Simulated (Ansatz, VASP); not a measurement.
**Two plane-wave programs on Cd**

```
Cd
1.0
     0.00000    2.30818    1.97788
     2.30818    0.00000    1.97788
     2.30818    2.30818    0.00000
Cd
1
Direct
  0.00000 0.00000 0.00000
```

Alike in both runs: task single point; functional PBE; k mesh 18 × 18 × 18; occupations gaussian, width 0.15 eV; no spin polarisation.

|  | VASP | Ansatz |
| --- | --- | --- |
| version | VASP 6.6.1 | Ansatz 0.2.0 |
| potentials or method | VASP PAW PBE potentials, release 64 (Cd), cutoff 520 eV | scalar-relativistic, plane waves, PAW |
| valence electrons in the cell | 12 | 20 |

Ansatz gave:

* gap on the k mesh at the Fermi level (eV): none
* pressure (GPa): 4.7
* traceless stress, the component that is largest in VASP (GPa): 1.76

What did VASP give for the same quantities?

gap on the k mesh at the Fermi level (eV): none; pressure (GPa): 5.0; traceless stress, the component that is largest in VASP (GPa): 1.77.

A gap of «none» marks a metal or a gap that the smearing closes. With one functional, cell and mesh, what is left measures potentials, basis and numerics. VASP's potentials hold 12 valence electrons a cell and Ansatz's 20, so a difference there can come from the potentials and not from the codes.
